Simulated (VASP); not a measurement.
La, 2 atoms in the cell. Symmetry: P6_3/mmc, No. 194, hexagonal system. Conventional cell: a = 3.621 Å, b = 3.621 Å, c = 5.842 Å, α = 90.00°, β = 90.00°, γ = 120.00°. Within 4.7 Å of La (site symmetry -6m2) lie 12 La at 3.59 to 3.62 Å. 

```yaml
Program: VASP 6.6.1
Task: single point
Functional: PBE
Potentials_or_basis: VASP PAW PBE potentials, release 64 (La)
Cutoff: 500 eV
k_mesh: 11 × 11 × 6
Occupations: fermi-dirac, width 0.05 eV
Spin: collinear spin
Starting_moments: "[1.0, 1.0] μB"
Dipole_correction: no
Further_INCAR_settings: ALGO = Normal; EDIFF = 1e-06; NBANDS = 22
```

Potentials or basis: VASP PAW PBE potentials, release 64 (La).

Command:

```console
$ cat potpaw_PBE.64/La/POTCAR > POTCAR
$ mpirun -np 1 vasp_std > vasp.out
```

Hardware: 1 thread of Intel(R) Xeon(R) Platinum 8259CL CPU @ 2.50GHz (Skylake/Cascade Lake) (shared host).

Q: How long does it take, and how much memory?

A: Wall time 4.2 min on 1 thread of Intel(R) Xeon(R) Platinum 8259CL CPU @ 2.50GHz (Skylake/Cascade Lake), with other jobs on the host, peak memory 0.31 GiB. Counts: scf iterations 16, k points 64.
